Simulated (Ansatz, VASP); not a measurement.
## Ge in VASP and in Ansatz

The input INCAR:

```
SYSTEM = Ge
PREC     = Accurate       ! precision mode
ENCUT    = 520            ! plane-wave cutoff, eV
EDIFF    = 1E-6           ! SCF threshold, eV
ISMEAR   = 0              ! smearing method
SIGMA    = 0.1            ! smearing width, eV
LREAL    = .FALSE.        ! projectors in reciprocal space
LASPH    = .TRUE.         ! aspherical terms in the spheres
NELM     = 80             ! most SCF steps
ALGO     = Normal         ! electronic algorithm
ISIF     = 2              ! what is computed and relaxed
LWAVE    = .FALSE.        ! write WAVECAR
LCHARG   = .FALSE.        ! write CHGCAR
LDIPOL   = .TRUE.       
IDIPOL   = 3            
DIPOL    = 0.5 0.5 0.500
NBANDS   = 21             ! bands
```

KPOINTS

```
regular mesh
0
G
  12 12 1
  0 0 0
```

POSCAR

```
Ge
1.0
    4.0220000000      0.0000000000      0.0000000000
   -2.0110000000      3.4831541740      0.0000000000
    0.0000000000      0.0000000000     28.0000000000
Ge
2
Direct
    0.3333333333      0.6666666667      0.5051071429
    0.6666666667      0.3333333333      0.4948928571
```

Input for Ansatz:

```yaml
crystal:
  lattice:
    - [4.022, 0.0, 0.0]
    - [-2.011, 3.483154174, 0.0]
    - [0.0, 0.0, 28.0]
  atoms:
    - { symbol: Ge, position: [0.3333333333, 0.6666666667, 0.5051071429] }
    - { symbol: Ge, position: [0.6666666667, 0.3333333333, 0.4948928571] }
  periodic: [true, true, false]
basis:
  ecutwfc: 420
kpoints:
  mp_grid: { grid: [12, 12, 1] }
hamiltonian:
  xc: lda
  pseudopotentials: { kind: paw, azcp: { folder: soft_1 } }
scf:
  occupations: { method: gaussian, width: 0.1 }
output:
  forces: true
  stress: true
  eigenvalues: true
```

Alike in both runs: task single point; functional LDA; k mesh 12 × 12 × 1; occupations gaussian, width 0.1 eV; no spin polarisation.

```csv
,VASP,Ansatz
version,VASP 6.6.1,Ansatz 0.2.0
potentials or method,"VASP PAW LDA potentials, release 64 (Ge_d), cutoff 520 eV","scalar-relativistic, plane waves, PAW"
valence electrons in the cell,28,28
```

VASP gave:

```
gap on the k mesh at the Fermi level (eV) : none
rms of the force components (eV/Å)        : 0.271
```

Question: Which values does Ansatz return?

Answer: gap on the k mesh at the Fermi level (eV): none; rms of the force components (eV/Å): 0.275.

Ansatz warns that its potentials were made for another functional, while VASP's fit it. LDA's correlation is that of Perdew and Zunger in VASP and of Perdew and Wang (1992) in Ansatz. Atom by atom the forces differ by 0.004 eV/Å (rms over components). A gap of «none» marks a metal or a gap that the smearing closes.
